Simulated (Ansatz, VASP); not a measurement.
## MnB6 in VASP and in Ansatz

Contents of INCAR:

```
SYSTEM = MnB6
PREC = Accurate
ENCUT = 600
EDIFF = 1E-6
ISMEAR = 0
SIGMA = 0.1
LREAL = .FALSE.
LASPH = .TRUE.
NELM = 60
ALGO = Normal
ISIF = 3
LWAVE = .FALSE.
LCHARG = .FALSE.
GGA = PE
IBRION = 2
NSW = 100
EDIFFG = -0.01
```

Contents of KPOINTS:

```
Automatic mesh
0
G
  12 12 6
  0 0 0
```

POSCAR

```
MnB6
1.0
    3.5653632520      0.0000000000      0.0000000000
   -1.7826816260      3.0876951499      0.0000000000
    0.0000000000      0.0000000000      5.3604032785
Mn B
1 6
Direct
    0.0000000000      0.0000000000      0.5000000000
    0.5000000000      0.5000000000      0.2972758343
    0.0000000000      0.5000000000      0.2972758343
    0.5000000000      0.0000000000      0.2972758343
    0.0000000000      0.5000000000      0.7027241657
    0.5000000000      0.0000000000      0.7027241657
    0.5000000000      0.5000000000      0.7027241657
```

Input for Ansatz:

```yaml
crystal:
  lattice:
    - [3.565363252, 0.0, 0.0]
    - [-1.782681626, 3.0876951499, 0.0]
    - [0.0, 0.0, 5.3604032785]
  atoms:
    - { symbol: Mn, position: [0.0, 0.0, 0.5] }
    - { symbol: B, position: [0.5, 0.5, 0.2972758343] }
    - { symbol: B, position: [0.0, 0.5, 0.2972758343] }
    - { symbol: B, position: [0.5, 0.0, 0.2972758343] }
    - { symbol: B, position: [0.0, 0.5, 0.7027241657] }
    - { symbol: B, position: [0.5, 0.0, 0.7027241657] }
    - { symbol: B, position: [0.5, 0.5, 0.7027241657] }
basis:
  ecutwfc: 420
kpoints:
  mp_grid: { grid: [12, 12, 6] }
hamiltonian:
  xc: pbe
scf:
  occupations: { method: gaussian, width: 0.1 }
output:
  forces: true
  stress: true
  eigenvalues: true
relax:
  adjacent_minimum: "off"
  f_tol: 0.01
  max_steps: 80
  cell: { stress_tol: 0.05 }
```

Change from the starting cell: species swapped into the MoCl6 type (P-31m, No. 162).

Alike in both runs: task relaxation of cell and atoms; functional PBE; k mesh 12 × 12 × 6; occupations gaussian, width 0.1 eV; no spin polarisation.

|  | VASP | Ansatz |
| --- | --- | --- |
| version | VASP 6.6.1 | Ansatz 0.2.0 |
| potentials or method | VASP PAW PBE potentials, release 64 (Mn_pv, B), cutoff 600 eV | scalar-relativistic, plane waves, PAW |
| valence electrons in the cell | 31 | 33 |

|  | VASP | Ansatz | Ansatz less VASP |
| --- | --- | --- | --- |
| gap on the k mesh at the Fermi level, each at its own relaxed structure (eV) | none | none | - |
| relaxed volume (Å³/atom) | 8.44 | 8.50 | +0.053 |
| relaxed length of the cell vector where the two differ most in proportion (Å) | 5.363 | 5.399 | +0.0360 |

A gap of «none» marks a metal or a gap that the smearing closes. VASP's potentials hold 31 valence electrons a cell and Ansatz's 33, so a difference there can come from the potentials and not from the codes.
